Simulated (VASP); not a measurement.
Here is a VASP 6.6.1 calculation.

The input INCAR:

```
PREC = Accurate ; ENCUT = 450
EDIFF = 1E-7 ; ISMEAR = -1
SIGMA = 0.0912 ; LREAL = False
LASPH = True ; NELM = 120
ALGO = Normal ; ISIF = 2
LWAVE = False ; LCHARG = False
GGA = PS ; IBRION = 2
NSW = 60 ; EDIFFG = -0.01
GGA_COMPAT = False ; NELMIN = 4
KPAR = 4
```

The input KPOINTS:

```
Automatic mesh
0
Gamma
  9 9 4
```

The input POSCAR:

```
Zr2Sb3Ir
1.0
    3.9188690000      0.0000000000      0.0000000000
    0.0000000000      3.9188690000      0.0000000000
    0.0000000000      0.0000000000      8.5887150000
Sb Ir Zr
3 1 2
Direct
    0.5000000000      0.5000000000      0.0000000000
    0.0000000000      0.5000000000      0.3820000000
    0.5000000000      0.0000000000      0.6180000000
    0.0000000000      0.0000000000      0.0000000000
    0.0000000000      0.5000000000      0.7340000000
    0.5000000000      0.0000000000      0.2660000000
```

Potentials or basis: VASP PAW PBE potentials, release 64 (Sb, Ir, Zr_sv).

Run with:

```sh
$ cat potpaw_PBE.64/Sb/POTCAR potpaw_PBE.64/Ir/POTCAR potpaw_PBE.64/Zr_sv/POTCAR > POTCAR
$ mpirun -np 4 vasp_std > vasp.out
```

Estimate the energy gained by relaxing.

29.7 meV/atom.

Estimate the band gap on the k mesh.

zero (bands 24 and 25 overlap by 1.34 eV).

Final structure:
```
CELL_PARAMETERS angstrom
3.91887 0.00000 0.00000
0.00000 3.91887 0.00000
0.00000 0.00000 8.58872
ATOMIC_POSITIONS crystal
Sb 0.50000 0.50000 0.00000
Sb 0.00000 0.50000 0.38405
Sb 0.50000 0.00000 0.61595
Ir 0.00000 0.00000 0.00000
Zr 0.00000 0.50000 0.75062
Zr 0.50000 0.00000 0.24938
```

Caveat: spin-orbit coupling is left out, which moves the levels of the heavy elements.
